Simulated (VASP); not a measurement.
Wanted: the native input for a VASP 6.6.1 run.

```
Task                   : relaxation of the atoms
Functional             : r2SCAN
Potentials or basis    : VASP PAW PBE potentials, release 64 (Si, C)
Cutoff                 : 520 eV
k mesh                 : 12 × 12 × 12
Occupations            : fermi-dirac, width 0.02 eV
Spin                   : no spin polarisation
Dipole correction      : no
Further INCAR settings : ALGO = Normal; EDIFF = 1e-06; IBRION = 2; EDIFFG = -0.01; NSW = 50
```

The system is SiC (Moissanite 3C).

```
Si C
1.0
     0.00000    2.19275    2.19275
     2.19275    0.00000    2.19275
     2.19275    2.19275    0.00000
Si C
1 1
Direct
  0.00000 0.00000 0.00000
  0.25000 0.25000 0.25000
```

The input as run:

POSCAR

```
SiC
1.0
    0.0000000000      2.1927453000      2.1927453000
    2.1927453000      0.0000000000      2.1927453000
    2.1927453000      2.1927453000      0.0000000000
Si C
1 1
Direct
    0.0000000000      0.0000000000      0.0000000000
    0.2500000000      0.2500000000      0.2500000000
```

INCAR.step1

```
PREC = Accurate
ENCUT = 520
ISMEAR = -1
SIGMA = 0.02
LREAL = False
LASPH = True
NELM = 80
GGA = PE
ALGO = Normal
EDIFF = 1E-4
LWAVE = True
LCHARG = False
```

INCAR.step2

```
PREC = Accurate
ENCUT = 520
EDIFF = 1E-6
ISMEAR = -1
SIGMA = 0.02
LREAL = False
LASPH = True
NELM = 80
ALGO = Normal
ISIF = 2
LWAVE = False
LCHARG = False
METAGGA = R2SCAN
LMIXTAU = True
IBRION = 2
NSW = 50
EDIFFG = -0.01
ISTART = 1
```

KPOINTS

```
Automatic mesh
0
Gamma
  12 12 12
```

Potentials or basis: VASP PAW PBE potentials, release 64 (Si, C).

Launch:

```console
$ cat potpaw_PBE.64/Si/POTCAR potpaw_PBE.64/C/POTCAR > POTCAR
$ cp INCAR.step1 INCAR
$ mpirun -np 1 vasp_std > vasp.out
$ cp INCAR.step2 INCAR
$ mpirun -np 1 vasp_std > vasp.out
```

It gave:

- Pressure after relaxing: -4.5 GPa
- Band gap on the k mesh: 1.74 eV, indirect (least direct gap 5.03 eV)

Caveat: the relaxation stopped at its first step, so nothing moved; the PAW data sets were made with another functional, which shifts forces and pressure a little.

It took 24 s on 1 thread of Intel Xeon 6975P-C (shared host), peak memory 0.14 GiB.
